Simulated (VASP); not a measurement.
Write the native input for VASP 6.6.1 that does the following.

```
Task                   : single point
Functional             : PBE
Potentials or basis    : VASP PAW PBE potentials, release 64 (Bi_d)
Cutoff                 : 520 eV
k mesh                 : 6 × 6 × 2
Occupations            : gaussian, width 0.1 eV
Spin                   : no spin polarisation
Dipole correction      : no
Further INCAR settings : ALGO = Fast; EDIFF = 1e-06; NBANDS = 38
```

The structure of Bi lies in POSCAR:

```
Bi
1.0
    4.8190629302      0.0000000000      0.0000000000
    0.0000000000      4.8190629302      0.0000000000
    0.0000000000      0.0000000000      5.4389691996
Bi
4
Direct
    0.7531906956      0.7531906956      0.5000000000
    0.2468093044      0.2468093044      0.5000000000
    0.2468093044      0.7531906956      0.0000000000
    0.7531906956      0.2468093044      0.0000000000
```

The cell was built from a structure type or drawn by symmetry, and may not be a known phase.

These files were run (other wordings do the same):

INCAR

```
PREC = Accurate
ENCUT = 520
EDIFF = 1E-6
ISMEAR = 0
SIGMA = 0.1
LREAL = F
LASPH = T
NELM = 60
ALGO = Fast
ISIF = 2
LWAVE = F
LCHARG = F
GGA = PE
NBANDS = 38
```

KPOINTS

```
Automatic mesh
0
Gamma
  6 6 2
```

Potentials or basis: VASP PAW PBE potentials, release 64 (Bi_d).

The run is started by

```bash
$ cat potpaw_PBE.64/Bi_d/POTCAR > POTCAR
$ mpirun -np 1 vasp_std > vasp.out
```

It gave:

The pressure is 0.0 GPa and the band gap on the k mesh is zero (bands 30 and 31 overlap by 3.61 eV).

Caveat: the k points lie up to 0.58 Å⁻¹ apart, too coarse for converged energies and pressures of a metal; spin-orbit coupling is left out, which moves the levels of the heavy elements.

Run time: 78 s on 1 thread of Intel(R) Xeon(R) Platinum 8375C CPU @ 2.90GHz (Ice Lake), on a shared host, peak memory 0.24 GiB.
